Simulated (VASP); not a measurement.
Crystal: MgBe2S3.

```
CELL_PARAMETERS angstrom
3.45184 0.00000 0.00000
-1.72592 2.98938 0.00000
0.00000 0.00000 8.85645
ATOMIC_POSITIONS crystal
Mg 0.00000 0.00000 0.00000
Be 0.33333 0.66667 0.66182
Be 0.66667 0.33333 0.33818
S 0.33333 0.66667 0.20811
S 0.00000 0.00000 0.50000
S 0.66667 0.33333 0.79189
```

| Quantity | Value |
| --- | --- |
| Program | VASP 6.6.1 |
| Task | relaxation of cell and atoms |
| Functional | PBE |
| Potentials or basis | VASP PAW PBE potentials, release 64 (Mg, Be, S) |
| Cutoff | 600 eV |
| k mesh | 6 × 6 × 2 |
| Occupations | gaussian, width 0.1 eV |
| Spin | no spin polarisation |

At the start: pressure -5.8 GPa; volume 15.23 Å³/atom.

Task: Where does the relaxation end?

Result: Over 8 steps the energy falls by 53.3 meV/atom and the volume is 14.13 Å³/atom (-7.2 %); space group P-3m1 (No. 164, to 0.05 Å).

Step by step:
| step | energy change (eV) | largest force (eV/Å) | pressure (GPa) | volume (Å³) |
| --- | --- | --- | --- | --- |
| 1 | 0.0000 | 1.0361 | -5.83 | 91.39 |
| 2 | -0.2552 | 0.7727 | 0.64 | 84.23 |
| 3 | -0.2603 | 0.7085 | 1.94 | 83.11 |
| 4 | -0.3107 | 0.2342 | 0.84 | 83.98 |
| 5 | -0.3159 | 0.1668 | 0.43 | 84.36 |
| 6 | -0.3189 | 0.0863 | -0.14 | 84.87 |
| 7 | -0.3191 | 0.0581 | -0.35 | 85.05 |
| 8 | -0.3201 | 0.0288 | -0.04 | 84.77 |

Final structure:
```cif
data_structure
_symmetry_space_group_name_H-M 'P 1'
_symmetry_Int_Tables_number 1
_cell_length_a 3.4026
_cell_length_b 3.4026
_cell_length_c 8.4552
_cell_angle_alpha 90.000
_cell_angle_beta 90.000
_cell_angle_gamma 120.000
_cell_volume 84.77
loop_
_atom_site_label
_atom_site_type_symbol
_atom_site_fract_x
_atom_site_fract_y
_atom_site_fract_z
_atom_site_occupancy
Mg1 Mg 0.00000 0.00000 0.00000 1
Be1 Be 0.33333 0.66667 0.65939 1
Be2 Be 0.66667 0.33333 0.34061 1
S1 S 0.33333 0.66667 0.19345 1
S2 S 0.00000 0.00000 0.50000 1
S3 S 0.66667 0.33333 0.80655 1
```
